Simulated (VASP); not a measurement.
Set up this calculation in VASP 6.6.1, as the native input.

```
Task                               : single point
Functional                         : HF
Potentials or basis                : VASP PAW PBE potentials, release 64 (Pd_sv_GW)
Cutoff                             : 470 eV
k mesh                             : 6 × 6 × 6
Occupations                        : fermi-dirac, width 0.05 eV
Spin                               : no spin polarisation
Dipole correction                  : no
Grid for exact exchange (PRECFOCK) : Normal
Further INCAR settings             : ALGO = Normal; EDIFF = 1e-06; NBANDS = 15
Share of exact exchange            : 1
```

The system is Pd.

```
Pd
1.0
     0.00000    1.98468    1.98468
     1.98468    0.00000    1.98468
     1.98468    1.98468    0.00000
Pd
1
Cartesian
  0.0000 0.0000 0.0000
```

One way to write it, as run:

POSCAR

```
Pd
1.0
    0.0000000000      1.9846763588      1.9846763588
    1.9846763588      0.0000000000      1.9846763588
    1.9846763588      1.9846763588      0.0000000000
Pd
1
Direct
    0.0000000000      0.0000000000      0.0000000000
```

INCAR.step1

```
SYSTEM = Pd
PREC     = Accurate       ! precision mode
ENCUT    = 470            ! plane-wave cutoff, eV
EDIFF    = 1E-5           ! SCF threshold, eV
ISMEAR   = -1             ! smearing method
SIGMA    = 0.05           ! smearing width, eV
LREAL    = .False.        ! projectors in reciprocal space
LASPH    = .True.         ! aspherical terms in the spheres
NELM     = 120            ! most SCF steps
ALGO     = Normal         ! electronic algorithm
ISIF     = 2              ! what is computed and relaxed
LWAVE    = .True.         ! write WAVECAR
NBANDS   = 15             ! bands
GGA      = PE             ! functional
GGA_COMPAT= .False.
```

INCAR.step2

```
SYSTEM = Pd
PREC     = Accurate       ! precision mode
ENCUT    = 470            ! plane-wave cutoff, eV
EDIFF    = 1E-6           ! SCF threshold, eV
ISMEAR   = -1             ! smearing method
SIGMA    = 0.05           ! smearing width, eV
LREAL    = .False.        ! projectors in reciprocal space
LASPH    = .True.         ! aspherical terms in the spheres
NELM     = 120            ! most SCF steps
ALGO     = Normal         ! electronic algorithm
ISIF     = 2              ! what is computed and relaxed
LWAVE    = .False.        ! write WAVECAR
LCHARG   = .True.         ! write CHGCAR
GGA      = PE             ! functional
LHFCALC  = .True.         ! exact exchange
AEXX     = 1.0            ! exact-exchange fraction
ALDAC    = 0.0          
AGGAC    = 0.0          
PRECFOCK = Normal       
LELF     = .True.         ! ELF
LVHAR    = .True.       
NBANDS   = 15             ! bands
ISTART   = 1            
GGA_COMPAT= .False.
```

KPOINTS

```
Automatic mesh
0
Gamma
  6 6 6
  0 0 0
```

Potentials or basis: VASP PAW PBE potentials, release 64 (Pd_sv_GW).

Launch:

```console
$ cat potpaw_PBE.64/Pd_sv_GW/POTCAR > POTCAR
$ cp INCAR.step1 INCAR
$ mpirun -np 1 vasp_std > vasp.out
$ cp INCAR.step2 INCAR
$ mpirun -np 1 vasp_std > vasp.out
```

It gave:

| Property | Result |
| --- | --- |
| Pressure | 5.0 GPa |
| Band gap on the k mesh | zero (bands 9 and 10 overlap by 6.70 eV) |

Caveat: the k points lie up to 0.46 Å⁻¹ apart, too coarse for converged energies and pressures of a metal; the PAW data sets were made with another functional, which shifts forces and pressure a little.

Run time: 19 min on 1 thread of Intel(R) Xeon(R) Platinum 8375C CPU @ 2.90GHz (Ice Lake) (shared host), peak memory 0.14 GiB.
